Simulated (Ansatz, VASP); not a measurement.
# Two plane-wave programs on MgO

File POSCAR:

```
MgO
1.0
    0.0000000000      2.0889760915      2.0889760915
    2.0889760915      0.0000000000      2.0889760915
    2.0889760915      2.0889760915      0.0000000000
Mg O
1 1
Direct
    0.0000000000      0.0000000000      0.0000000000
    0.5000000000      0.5000000000      0.5000000000
```

Contents of INCAR.step1:

```
SYSTEM = MgO
PREC = Accurate ; ENCUT = 520
EDIFF = 1E-5 ; ISMEAR = -1
SIGMA = 0.05 ; LREAL = .False.
LASPH = .True. ; NELM = 80
ALGO = Normal ; ISIF = 2
LWAVE = .True. ; LCHARG = .False.
NBANDS = 11 ; GGA = PE
```

File INCAR.step2:

```
SYSTEM = MgO
PREC = Accurate ; ENCUT = 520
EDIFF = 1E-6 ; ISMEAR = -1
SIGMA = 0.05 ; LREAL = .False.
LASPH = .True. ; NELM = 80
ALGO = Normal ; ISIF = 2
LWAVE = .False. ; LCHARG = .False.
GGA = PE ; LHFCALC = .True.
HFSCREEN = 0.2079 ; PRECFOCK = Normal
NBANDS = 11 ; ISTART = 1
```

The input KPOINTS:

```
Automatic mesh
0
Gamma
  4 4 4
  0 0 0
```

Input for Ansatz:

```yaml
crystal:
  lattice:
    - [0.0, 2.088976091545, 2.088976091545]
    - [2.088976091545, 0.0, 2.088976091545]
    - [2.088976091545, 2.088976091545, 0.0]
  atoms:
    - { symbol: Mg, position: [0.0, 0.0, 0.0] }
    - { symbol: O, position: [0.5, 0.5, 0.5] }
kpoints:
  mp_grid: { grid: [4, 4, 4] }
hamiltonian:
  xc: hse06
  pseudopotentials: { kind: paw }
scf:
  occupations: { method: fermi_dirac, width: 0.05 }
output:
  forces: true
  stress: true
  eigenvalues: true
```

Alike in both runs: task single point; functional HSE06; k mesh 4 × 4 × 4; occupations fermi-dirac, width 0.05 eV; no spin polarisation.

```csv
,VASP,Ansatz
version,VASP 6.6.1,Ansatz 0.2.0 development build
potentials or method,"VASP PAW PBE potentials, release 64 (Mg, O)","plane waves, PAW datasets (generated soft set 1)"
plane-wave cutoff (eV),520,420
valence electrons in the cell,8,16
```

```csv
,VASP,Ansatz,Ansatz less VASP
gap on the k mesh at the Fermi level (eV),6.72,6.76,+0.044
```

VASP's potentials hold 8 valence electrons a cell and Ansatz's 16, so a difference there can come from the potentials and not from the codes. Ansatz's warnings: stress exchange threshold loose, stress scf threshold loose.

The k mesh is coarse, so the values compare programs but aren't converged.
